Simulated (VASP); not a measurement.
# Ge3Te2O (P-4m2) in VASP: notebook

Ge3Te2O is run at these levels: PBE; tasks: single point.

All numbers are computed with VASP 6.6.1; they aren't measurements. Logs are shortened: lines on timing, memory, paths and dates and some standing lists are left out, and cuts for length are marked.

## 1. The cell of the first run

The structure is tetragonal, space group P-4m2 (No. 115). Conventional cell: a = 3.812 Å, b = 3.812 Å, c = 9.042 Å, α = 90.00°, β = 90.00°, γ = 90.00°. Ge (site symmetry 2mm) has 5 Te at 2.88 to 3.03 Å and 10 Ge at 3.36 to 4.00 Å and 2 O at 4.00 Å within 4.0 Å. Ge (site symmetry -4m2) has 4 O at 2.70 Å and 4 Te at 3.14 Å within 3.6 Å. Within 3.9 Å of Te (site symmetry 2mm) lie 7 Ge at 2.88 to 3.14 Å and 2 O at 3.14 Å and 4 Te at 3.81 Å. Within 3.6 Å of O (site symmetry -4m2) lie 4 Ge at 2.70 Å and 4 Te at 3.14 Å.

The cell was generated, and may not be a known phase.

## 2. Single point, PBE

File INCAR:

```
  PREC = Accurate
  ENCUT = 520
  EDIFF = 1E-6
  ISMEAR = 0
  SIGMA = 0.1
  LREAL = False
  LASPH = True
  NELM = 60
  ALGO = Fast
  ISIF = 2
  LWAVE = False
  LCHARG = False
  GGA = PE
  NBANDS = 39
```

File KPOINTS:

```
Automatic mesh
0
Gamma
  4 4 2
```

File POSCAR:

```
Ge3Te2O
1.0
    3.8117805915      0.0000000000      0.0000000000
    0.0000000000      3.8117805915      0.0000000000
    0.0000000000      0.0000000000      9.0415796120
Ge Te O
3 2 1
Direct
    0.5000000000      0.0000000000      0.3887384573
    0.0000000000      0.5000000000      0.6112615427
    0.0000000000      0.0000000000      0.0000000000
    0.5000000000      0.0000000000      0.7242297454
    0.0000000000      0.5000000000      0.2757702546
    0.5000000000      0.5000000000      0.0000000000
```

Potentials or basis: VASP PAW PBE potentials, release 64 (Ge_d, Te, O).

On the command line:

```sh
cat potpaw_PBE.64/Ge_d/POTCAR potpaw_PBE.64/Te/POTCAR potpaw_PBE.64/O/POTCAR > POTCAR
mpirun -np 1 vasp_std > vasp.out
```

OUTCAR:

```text
PREC = Accurate
   ENCUT = 520
   EDIFF = 1E-6
   ISMEAR = 0
   LREAL = False
   LASPH = True
   NELM = 60
   ISIF = 2
   GGA = PE

 ion  position               nearest neighbor table
   1  0.500  0.000  0.389-   5 2.88   5 2.88   5 2.88   5 2.88   4 3.03
   2  0.000  0.500  0.611-   4 2.88   4 2.88   4 2.88   4 2.88   5 3.03
   3  0.000  0.000  0.000-   4 3.14   5 3.14   5 3.14   4 3.14
   4  0.500  0.000  0.724-   2 2.88   2 2.88   2 2.88   2 2.88   1 3.03   3 3.14   3 3.14
   5  0.000  0.500  0.276-   1 2.88   1 2.88   1 2.88   1 2.88   2 3.03   3 3.14   3 3.14
   6  0.500  0.500  0.000-

  LATTYP: Found a simple tetragonal cell.
 ALAT       =     3.8117805915
 C/A-ratio  =     2.3720094572

  Lattice vectors:

 A1 = (   3.8117805915,   0.0000000000,   0.0000000000)
 A2 = (   0.0000000000,   3.8117805915,   0.0000000000)
 A3 = (   0.0000000000,   0.0000000000,   9.0415796120)

Analysis of symmetry for initial positions (statically):
=====================================================================
 Subroutine PRICEL returns:
 Original cell was already a primitive cell.

 Routine SETGRP: Setting up the symmetry group for a
 simple tetragonal supercell.

 Subroutine GETGRP returns: Found  8 space group operations
 (whereof  8 operations were pure point group operations)
 out of a pool of 16 trial point group operations.

The static configuration has the point symmetry D_2d.

Analysis of symmetry for dynamics (positions and initial velocities):
=====================================================================
 Subroutine PRICEL returns:
 Original cell was already a primitive cell.

 Routine SETGRP: Setting up the symmetry group for a
 simple tetragonal supercell.

 Subroutine GETGRP returns: Found  8 space group operations
 (whereof  8 operations were pure point group operations)
 out of a pool of 16 trial point group operations.

The dynamic configuration has the point symmetry D_2d.

 Subroutine INISYM returns: Found  8 space group operations
 (whereof  8 operations are pure point group operations),
 and found     1 'primitive' translations

----------------------------------------------------------------------------------------

                                     Primitive cell

  volume of cell :     131.3712

  direct lattice vectors                    reciprocal lattice vectors
     3.811780591  0.000000000  0.000000000     0.262344586  0.000000000  0.000000000
     0.000000000  3.811780591  0.000000000     0.000000000  0.262344586  0.000000000
     0.000000000  0.000000000  9.041579612     0.000000000  0.000000000  0.110600143

  length of vectors
     3.811780591  3.811780591  9.041579612     0.262344586  0.262344586  0.110600143

  position of ions in fractional coordinates (direct lattice)
     0.500000000  0.000000000  0.388738457
     0.000000000  0.500000000  0.611261543
     0.000000000  0.000000000  0.000000000
     0.500000000  0.000000000  0.724229745
     0.000000000  0.500000000  0.275770255
     0.500000000  0.500000000  0.000000000

  ion indices of the primitive-cell ions
   primitive index   ion index
                 1           1
                 2           2
                 3           3
                 4           4
                 5           5
                 6           6

----------------------------------------------------------------------------------------

 KPOINTS: Automatic mesh

Automatic generation of k-mesh.
 Grid dimensions read from file:
 generate k-points for:    4    4    2

 Generating k-lattice:

  Cartesian coordinates                     Fractional coordinates (reciprocal lattice)
     0.065586146  0.000000000  0.000000000     0.250000000  0.000000000  0.000000000
     0.000000000  0.065586146  0.000000000     0.000000000  0.250000000  0.000000000
     0.000000000  0.000000000  0.055300072     0.000000000  0.000000000  0.500000000

  Length of vectors
     0.065586146  0.065586146  0.055300072

  Shift w.r.t. Gamma in fractional coordinates (k-lattice)
     0.000000000  0.000000000  0.000000000

 Subroutine IBZKPT returns following result:
 ===========================================

 Found     12 irreducible k-points:

 Following reciprocal coordinates:
            Coordinates               Weight
  0.000000  0.000000  0.000000      1.000000
  0.250000  0.000000  0.000000      4.000000
  0.500000  0.000000  0.000000      2.000000
  0.250000  0.250000  0.000000      4.000000
  0.500000  0.250000  0.000000      4.000000
  0.500000  0.500000  0.000000      1.000000
  0.000000  0.000000  0.500000      1.000000
  0.250000  0.000000  0.500000      4.000000
  0.500000  0.000000  0.500000      2.000000
  0.250000  0.250000  0.500000      4.000000
  0.500000  0.250000  0.500000      4.000000
  0.500000  0.500000  0.500000      1.000000
   k-points           NKPTS =     12   k-points in BZ     NKDIM =     12   number of bands    NBANDS=     39
   number of dos      NEDOS =    301   number of ions     NIONS =      6
   total plane-waves  NPLWV =  54880
   dimension x,y,z NGX =    28 NGY =   28 NGZ =   70
   dimension x,y,z NGXF=    56 NGYF=   56 NGZF=  140
   ions per type =               3   2   1
   NGX,Y,Z   is equivalent  to a cutoff of  12.21, 12.21, 12.87 a.u.
   NGXF,Y,Z  is equivalent  to a cutoff of  24.42, 24.42, 25.74 a.u.
 SYSTEM =  unknown system
   PREC   = accura    normal or accurate (medium, high low for compatibility)
   ISTART =      0    job   : 0-new  1-cont  2-samecut
   ICHARG =      2    charge: 1-file 2-atom 10-const
   ISPIN  =      1    spin polarized calculation?
   LNONCOLLINEAR =      F non collinear calculations
   LSORBIT =      F    spin-orbit coupling
   LASPH  =      T    aspherical Exc in radial PAW
   ENCUT  =  520.0 eV  38.22 Ry    6.18 a.u.   7.09  7.09 16.81*2*pi/ulx,y,z
   NELM   =     60;   NELMIN=  2; NELMDL= -5     # of ELM steps
   EDIFF  = 0.1E-05   stopping-criterion for ELM
   LREAL  =      F    real-space projection
   EDIFFG = 0.1E-04   stopping-criterion for IOM
   NSW    =      0    number of steps for IOM
   IBRION =     -1    ionic relax: 0-MD 1-quasi-New 2-CG
   NFREE  =      0    steps in history (QN), initial steepest desc. (CG)
   ISIF   =      2    stress and relaxation
   ISYM   =      2    0-nonsym 1-usesym 2-fastsym
   POTIM  = 0.5000    time-step for ionic-motion
   TEBEG  =    0.0;   TEEND  =   0.0 temperature during run
   PSTRESS=    0.0 pullay stress
   NELECT =      60.0000    total number of electrons
   NUPDOWN=      -1.0000    fix difference up-down
   EMIN   =  10.00;   EMAX   =-10.00  energy-range for DOS
   EFERMI =   0.00;   METHOD = LEGACY
   ISMEAR =     0;   SIGMA  =   0.10  broadening in eV -4-tet -1-fermi 0-gaus
   EFERMI_NEDOS =   21; number of points for ismear=-14 and -15
   IALGO  =     68    algorithm
   IMIX   =      4    mixing-type and parameters
     AMIX     =   0.40;   BMIX     =  1.00
     AMIX_MAG =   1.60;   BMIX_MAG =  1.00
  volume/ion in A,a.u.               =      21.90       147.76
  Fermi-wavevector in a.u.,A,eV,Ry     =   1.260739  2.382451 21.625957  1.589463
  Thomas-Fermi vector in A             =   2.394233
   LORBIT       =      0    0 simple, 1 ext, 2 COOP (PROOUT), +10 PAW based schemes
   GGA     = PE    functional components
   LHFCALC =     F    Hartree Fock is set to
   AEXX    =    0.0000 exact exchange contribution
   IVDW    =     0    specifies the selected vdW correction
   LEPSILON=     F    determine dielectric tensor
   LRPA    =     F    only Hartree local field effects (RPA)
 non-spin polarized calculation
 RMM-DIIS sequential band-by-band and
 Gauss-broadening in eV      SIGMA  =   0.10
  energy-cutoff  :      520.00
  volume of cell :      131.37
 maximum number of plane-waves:      3560
   NGX = 15   NGY = 15   NGZ = 33

 number of electron      59.9999965 magnetization

 Free energy of the ion-electron system (eV)
  ---------------------------------------------------
  ext. energy  EPLUGINS =         0.00000000
  ---------------------------------------------------
  free energy    TOTEN  =       -23.69166437 eV

  energy without entropy =      -23.68725027  energy(sigma->0) =      -23.68945732

 E-fermi :   6.1121     XC(G=0): -10.2586

 val. band max:        6.1053264178   @ k =   0.5000   0.0000   0.0000
 cond. band min:       6.4054676888   @ k =   0.2500   0.0000   0.5000
 fundamental gap:      0.3001412709
 Fermi energy:         6.1121458029

 k-point     1 :       0.0000    0.0000    0.0000
  band No.  band energies     occupation
      1     -18.9089      2.00000
      2     -18.8971      2.00000
      3     -18.8971      2.00000
      4     -18.8944      2.00000
      5     -18.8899      2.00000
      6     -18.7202      2.00000
[... 31 lines left out ...]
     38      10.9091      0.00000
     39      11.5567      0.00000

 k-point     2 :       0.2500    0.0000    0.0000
  band No.  band energies     occupation
      1     -18.9064      2.00000
      2     -18.8984      2.00000
      3     -18.8970      2.00000
      4     -18.8928      2.00000
      5     -18.8912      2.00000
      6     -18.7168      2.00000
[... 31 lines left out ...]
     38      10.1351      0.00000
     39      10.6245      0.00000

 k-point     3 :       0.5000    0.0000    0.0000
  band No.  band energies     occupation
      1     -18.9042      2.00000
      2     -18.8997      2.00000
      3     -18.8970      2.00000
      4     -18.8925      2.00000
      5     -18.8908      2.00000
      6     -18.7124      2.00000
[... 31 lines left out ...]
     38       9.1346      0.00000
     39      10.2577      0.00000

 k-point     4 :       0.2500    0.2500    0.0000
  band No.  band energies     occupation
      1     -18.9035      2.00000
      2     -18.8983      2.00000
      3     -18.8983      2.00000
      4     -18.8932      2.00000
      5     -18.8917      2.00000
      6     -18.7147      2.00000
[... 31 lines left out ...]
     38      10.1596      0.00000
     39      12.0085      0.00000

 k-point     5 :       0.5000    0.2500    0.0000
  band No.  band energies     occupation
      1     -18.9010      2.00000
      2     -18.8996      2.00000
      3     -18.8982      2.00000
      4     -18.8950      2.00000
      5     -18.8903      2.00000
      6     -18.7171      2.00000
[... 31 lines left out ...]
     38      11.0979      0.00000
     39      11.4166      0.00000

 k-point     6 :       0.5000    0.5000    0.0000
  band No.  band energies     occupation
      1     -18.8994      2.00000
      2     -18.8994      2.00000
      3     -18.8980      2.00000
      4     -18.8975      2.00000
      5     -18.8895      2.00000
      6     -18.7185      2.00000
[... 31 lines left out ...]
     38      11.4422      0.00000
     39      13.2485      0.00000

 k-point     7 :       0.0000    0.0000    0.5000
  band No.  band energies     occupation
      1     -18.9089      2.00000
      2     -18.8971      2.00000
      3     -18.8971      2.00000
      4     -18.8944      2.00000
      5     -18.8899      2.00000
      6     -18.7201      2.00000
[... 31 lines left out ...]
     38      10.2603      0.00000
     39      10.5326      0.00000

 k-point     8 :       0.2500    0.0000    0.5000
  band No.  band energies     occupation
      1     -18.9064      2.00000
      2     -18.8984      2.00000
      3     -18.8971      2.00000
      4     -18.8928      2.00000
      5     -18.8912      2.00000
      6     -18.7168      2.00000
[... 31 lines left out ...]
     38      10.5352      0.00000
     39      10.8664      0.00000

 k-point     9 :       0.5000    0.0000    0.5000
  band No.  band energies     occupation
      1     -18.9042      2.00000
      2     -18.8997      2.00000
      3     -18.8970      2.00000
      4     -18.8925      2.00000
      5     -18.8908      2.00000
      6     -18.7124      2.00000
[... 31 lines left out ...]
     38       9.2633      0.00000
     39       9.6206      0.00000

 k-point    10 :       0.2500    0.2500    0.5000
  band No.  band energies     occupation
      1     -18.9035      2.00000
      2     -18.8983      2.00000
      3     -18.8983      2.00000
      4     -18.8932      2.00000
      5     -18.8917      2.00000
      6     -18.7147      2.00000
[... 31 lines left out ...]
     38      10.8086      0.00000
     39      11.6058      0.00000

 k-point    11 :       0.5000    0.2500    0.5000
  band No.  band energies     occupation
      1     -18.9010      2.00000
      2     -18.8996      2.00000
      3     -18.8982      2.00000
      4     -18.8950      2.00000
      5     -18.8903      2.00000
      6     -18.7171      2.00000
[... 31 lines left out ...]
     38      10.9858      0.00000
     39      11.7246      0.00000

 k-point    12 :       0.5000    0.5000    0.5000
  band No.  band energies     occupation
      1     -18.8994      2.00000
      2     -18.8994      2.00000
      3     -18.8980      2.00000
      4     -18.8975      2.00000
      5     -18.8895      2.00000
      6     -18.7185      2.00000
[... 31 lines left out ...]
     38      10.7565      0.00000
     39      11.1767      0.00000

------------------------ aborting loop because EDIFF is reached ----------------------------------------

  FORCE on cell =-STRESS in cart. coord.  units (eV):
  Direction    XX          YY          ZZ          XY          YZ          ZX
  --------------------------------------------------------------------------------------
  -------------------------------------------------------------------------------------
  Total       -0.0468087     -0.0468087      0.1042445      0.0000000     -0.0000000      0.0000000
  in kB       -0.5708697     -0.5708697      1.2713462      0.0000000     -0.0000000      0.0000000
  external PRESSURE =       0.0432023 kB  Pullay stress =       0.0000000 kB

 VOLUME and BASIS-vectors are now :
 -----------------------------------------------------------------------------
  energy-cutoff  :      520.00
  volume of cell :      131.37
      direct lattice vectors                 reciprocal lattice vectors
     3.811780591  0.000000000  0.000000000     0.262344586  0.000000000  0.000000000
     0.000000000  3.811780591  0.000000000     0.000000000  0.262344586  0.000000000
     0.000000000  0.000000000  9.041579612     0.000000000  0.000000000  0.110600143

 POSITION                                       TOTAL-FORCE (eV/Angst)
 -----------------------------------------------------------------------------------
      1.90589      0.00000      3.51481        -0.000000     -0.000000     -0.003050
      0.00000      1.90589      5.52677        -0.000000     -0.000000      0.003050
      0.00000      0.00000      0.00000         0.000000     -0.000000      0.000000
      1.90589      0.00000      6.54818        -0.000000     -0.000000      0.024559
      0.00000      1.90589      2.49340        -0.000000     -0.000000     -0.024559
      1.90589      1.90589      0.00000        -0.000000      0.000000      0.000000
 -----------------------------------------------------------------------------------
    total drift:                                0.000000      0.000000     -0.000000

  FREE ENERGIE OF THE ION-ELECTRON SYSTEM (eV)
  ---------------------------------------------------
  free  energy   TOTEN  =       -23.6916643688 eV

  energy  without entropy=      -23.6872502673  energy(sigma->0) =      -23.68945732
```

Wall time 37 s (1 thread of Oxide Virtual Turin-like, shared host); peak memory 0.22 GiB.

What came out:

* Free energy: -23.6917 eV
* Pressure: 0.0 GPa
* Largest force: 0.025 eV/Å
* Band gap on the k mesh: zero (bands 30 and 31 overlap by 1.16 eV)

Forces in eV/Å, atoms in the order of the input:
```
Ge   0.000  0.000 -0.003
Ge   0.000  0.000  0.003
Ge   0.000  0.000  0.000
Te   0.000  0.000  0.025
Te   0.000  0.000 -0.025
O    0.000  0.000  0.000
```

Caveat: the k points lie up to 0.41 Å⁻¹ apart, too coarse for converged energies and pressures of a metal; spin-orbit coupling is left out, which moves the levels of the heavy elements.

## 3. Single point, PBE

This run uses another cell than the first one, of 22.38 Å³/atom.

File INCAR:

```
  PREC = Accurate
  ENCUT = 520
  EDIFF = 1E-7
  ISMEAR = 0
  SIGMA = 0.1
  LREAL = F
  LASPH = T
  NELM = 60
  ALGO = Normal
  ISIF = 2
  LWAVE = F
  LCHARG = F
  GGA = PE
  NBANDS = 39
```

KPOINTS is that of step 2.

File POSCAR:

```
Ge3Te2O
1.0
    3.9334398400      0.0000000000      0.0000000000
    0.0000000000      3.9334398400      0.0000000000
    0.0000000000      0.0000000000      8.6775432500
Ge Te O
3 2 1
Direct
    0.5000000000      0.0000000000      0.3837740100
    0.0000000000      0.5000000000      0.6162259900
    0.0000000000      0.0000000000      0.0000000000
    0.5000000000      0.0000000000      0.7391930200
    0.0000000000      0.5000000000      0.2608069800
    0.5000000000      0.5000000000      0.0000000000
```

Potentials or basis: VASP PAW PBE potentials, release 64 (Ge_d, Te, O).

On the command line:

```sh
cat potpaw_PBE.64/Ge_d/POTCAR potpaw_PBE.64/Te/POTCAR potpaw_PBE.64/O/POTCAR > POTCAR
mpirun -np 1 vasp_std > vasp.out
```

OUTCAR:

```text
PREC = Accurate
   ENCUT = 520
   EDIFF = 1E-7
   ISMEAR = 0
   LREAL = F
   LASPH = T
   NELM = 60
   ISIF = 2
   GGA = PE

 ion  position               nearest neighbor table
   1  0.500  0.000  0.384-   5 2.98   5 2.98   5 2.98   5 2.98   4 3.08
   2  0.000  0.500  0.616-   4 2.98   4 2.98   4 2.98   4 2.98   5 3.08
   3  0.000  0.000  0.000-   4 3.00   5 3.00   5 3.00   4 3.00
   4  0.500  0.000  0.739-   2 2.98   2 2.98   2 2.98   2 2.98   3 3.00   3 3.00   1 3.08
   5  0.000  0.500  0.261-   1 2.98   1 2.98   1 2.98   1 2.98   3 3.00   3 3.00   2 3.08
   6  0.500  0.500  0.000-

[... 696 lines left out ...]
  -------------------------------------------------------------------------------------
  Total       -2.3768827     -2.3768827     -0.1165930      0.0000000      0.0000000      0.0000000
  in kB      -28.3645902    -28.3645902     -1.3913659      0.0000000      0.0000000      0.0000000
  external PRESSURE =     -19.3735154 kB  Pullay stress =       0.0000000 kB

 VOLUME and BASIS-vectors are now :
 -----------------------------------------------------------------------------
  energy-cutoff  :      520.00
  volume of cell :      134.26
      direct lattice vectors                 reciprocal lattice vectors
     3.933439840  0.000000000  0.000000000     0.254230404  0.000000000  0.000000000
     0.000000000  3.933439840  0.000000000     0.000000000  0.254230404  0.000000000
     0.000000000  0.000000000  8.677543250     0.000000000  0.000000000  0.115239990

 POSITION                                       TOTAL-FORCE (eV/Angst)
 -----------------------------------------------------------------------------------
      1.96672      0.00000      3.33022        -0.000000     -0.000000      0.048937
      0.00000      1.96672      5.34733         0.000000     -0.000000     -0.048937
      0.00000      0.00000      0.00000        -0.000000     -0.000000     -0.000000
      1.96672      0.00000      6.41438         0.000000     -0.000000     -0.502724
      0.00000      1.96672      2.26316        -0.000000     -0.000000      0.502724
      1.96672      1.96672      0.00000        -0.000000      0.000000     -0.000000
 -----------------------------------------------------------------------------------
    total drift:                                0.000000      0.000000      0.000000

  FREE ENERGIE OF THE ION-ELECTRON SYSTEM (eV)
  ---------------------------------------------------
  free  energy   TOTEN  =       -23.5354139030 eV

  energy  without entropy=      -23.5192067303  energy(sigma->0) =      -23.52731032
```

Run time: 47 s. Hardware: 1 thread of Oxide Virtual Turin-like, shared host; peak memory 0.22 GiB.

What came out:

```
Free energy            : -23.5354 eV
Pressure               : -1.9 GPa
Largest force          : 0.503 eV/Å
Band gap on the k mesh : zero (bands 30 and 31 overlap by 1.09 eV)
```

Forces in eV/Å, atoms in the order of the input:
```
Ge   0.000  0.000  0.049
Ge   0.000  0.000 -0.049
Ge   0.000  0.000  0.000
Te   0.000  0.000 -0.503
Te   0.000  0.000  0.503
O    0.000  0.000  0.000
```

Caveat: the k points lie up to 0.40 Å⁻¹ apart, too coarse for converged energies and pressures of a metal; spin-orbit coupling is left out, which moves the levels of the heavy elements.

The gap in the log of VASP goes by the Fermi energy; the results here count the filled bands.